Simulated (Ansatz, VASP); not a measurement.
## One calculation of HfO2, two programs

The input INCAR:

```
  PREC = Accurate
  ENCUT = 520
  EDIFF = 1E-6
  ISMEAR = 0
  SIGMA = 0.05
  LREAL = False
  LASPH = True
  NELM = 80
  ALGO = Normal
  ISIF = 2
  LWAVE = False
  LCHARG = False
  GGA = PE
  NBANDS = 18
```

The input KPOINTS:

```
Automatic mesh
0
Gamma
  8 8 8
```

Contents of POSCAR:

```
HfO2
1.0
   -0.0255750000      2.5575000000      2.5575000000
    2.5575000000     -0.0255750000      2.5575000000
    2.5319250000      2.5319250000      0.0000000000
Hf O
1 2
Direct
    0.0000000000      0.0000000000      0.0000000000
    0.2500000000      0.2500000000      0.2500000000
    0.7500000000      0.7500000000      0.7500000000
```

Input for Ansatz:

```yaml
crystal:
  lattice:
    - [-0.025575, 2.5575, 2.5575]
    - [2.5575, -0.025575, 2.5575]
    - [2.531925, 2.531925, 0.0]
  atoms:
    - { symbol: Hf, position: [0.0, 0.0, 0.0] }
    - { symbol: O, position: [0.25, 0.25, 0.25] }
    - { symbol: O, position: [0.75, 0.75, 0.75] }
basis:
  ecutwfc: 420
kpoints:
  mp_grid: { grid: [8, 8, 8] }
hamiltonian:
  xc: pbe
scf:
  occupations: { method: gaussian, width: 0.05 }
output:
  forces: true
  stress: true
  eigenvalues: true
```

Change from the starting cell: strain -0.0200 x Voigt [0, 0, 0, 0, 0, 1], atoms carried along.

Alike in both runs: task single point; functional PBE; k mesh 8 × 8 × 8; occupations gaussian, width 0.05 eV; no spin polarisation.

|  | VASP | Ansatz |
| --- | --- | --- |
| version | VASP 6.6.1 | Ansatz 0.2.0 |
| potentials or method | VASP PAW PBE potentials, release 64 (Hf_pv, O), cutoff 520 eV | scalar-relativistic, plane waves, PAW |
| valence electrons in the cell | 22 | 38 |

VASP gave:

| Quantity | Value |
| --- | --- |
| gap on the k mesh at the Fermi level (eV) | 3.73 |
| least direct gap on the mesh (eV) | 3.73 |
| pressure (GPa) | -5.9 |
| traceless stress, the component that is largest in VASP (GPa) | 1.57 |
| rms of the force components (eV/Å) | 0.053 |

Task: Estimate Ansatz's values.

Result: gap on the k mesh at the Fermi level (eV): 3.72; least direct gap on the mesh (eV): 3.72; pressure (GPa): -2.4; traceless stress, the component that is largest in VASP (GPa): 1.66; rms of the force components (eV/Å): 0.058.

Atom by atom the forces differ by 0.006 eV/Å (rms over components). The functional is the same, so the differences come from potentials, cutoffs and numerics. VASP's potentials hold 22 valence electrons a cell and Ansatz's 38, so a difference there can come from the potentials and not from the codes.

Neither program's run includes spin-orbit coupling.
